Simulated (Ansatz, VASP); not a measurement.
# One calculation of ScPt3S, two programs

```
CELL_PARAMETERS angstrom
4.25422 0.00000 0.00000
-2.12711 3.68426 0.00000
0.00000 0.00000 5.25203
ATOMIC_POSITIONS crystal
Sc 0.33333 0.66667 0.50000
Pt 0.00000 0.00000 0.75525
Pt 0.00000 0.00000 0.24475
Pt 0.66667 0.33333 0.50000
S 0.66667 0.33333 0.00000
```

Change from the starting cell: species swapped into the GaNi3As type (P-6m2, No. 187).

Alike in both runs: task single point; functional PBE; k mesh 6 × 6 × 4; occupations gaussian, width 0.1 eV; no spin polarisation.

```csv
,VASP,Ansatz
version,VASP 6.6.1,Ansatz 0.2.0
potentials or method,"VASP PAW PBE potentials, release 64 (Sc_sv, Pt_sv_GW, S), cutoff 570 eV","scalar-relativistic, plane waves, PAW"
valence electrons in the cell,71,71
```

|  | VASP | Ansatz | Ansatz less VASP |
| --- | --- | --- | --- |
| gap on the k mesh at the Fermi level (eV) | none | none | - |
| pressure (GPa) | 20.2 | 20.8 | +0.66 |
| traceless stress, the component that is largest in VASP (GPa) | -4.94 | -4.72 | +0.223 |
| rms of the force components (eV/Å) | 0.015 | 0.009 | -0.0052 |

Atom by atom the forces differ by 0.005 eV/Å (rms over components). A gap of «none» marks a metal or a gap that the smearing closes.

Neither program's run includes spin-orbit coupling.
